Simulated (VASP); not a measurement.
A run of VASP 6.6.1 is set up as follows.

The input INCAR:

```
PREC = Accurate
ENCUT = 520
EDIFF = 1E-6
ISMEAR = -1
SIGMA = 0.01
LREAL = F
LASPH = T
NELM = 100
ALGO = Normal
ISIF = 2
LWAVE = F
LCHARG = T
GGA = PE
LELF = T
LVHAR = T
NBANDS = 26
```

File KPOINTS:

```
Automatic mesh
0
Gamma
  7 7 4
```

Contents of POSCAR:

```
CdS
1.0
    4.0503918620      0.0000000000      0.0000000000
   -2.0251959310      3.5077422478      0.0000000000
    0.0000000000      0.0000000000      6.6112266477
Cd S
2 2
Direct
    0.3333333333      0.6666666667      0.0000000000
    0.6666666667      0.3333333333      0.5000000000
    0.3333333333      0.6666666667      0.3850000000
    0.6666666667      0.3333333333      0.8850000000
```

Potentials or basis: VASP PAW PBE potentials, release 64 (Cd, S).

Run with:

```console
$ cat potpaw_PBE.64/Cd/POTCAR potpaw_PBE.64/S/POTCAR > POTCAR
$ mpirun -np 1 vasp_std > vasp.out
```

**Question.** Predict the pressure.

**Answer.** 7.6 GPa.

**Question.** Predict the band gap on the k mesh.

**Answer.** 1.37 eV, direct.

**Question.** What does it give for the largest force?

**Answer.** 0.339 eV/Å.

Stress tensor (GPa, compression positive):
```
8.65 0.00 0.00
0.00 8.65 0.00
0.00 0.00 5.35
```
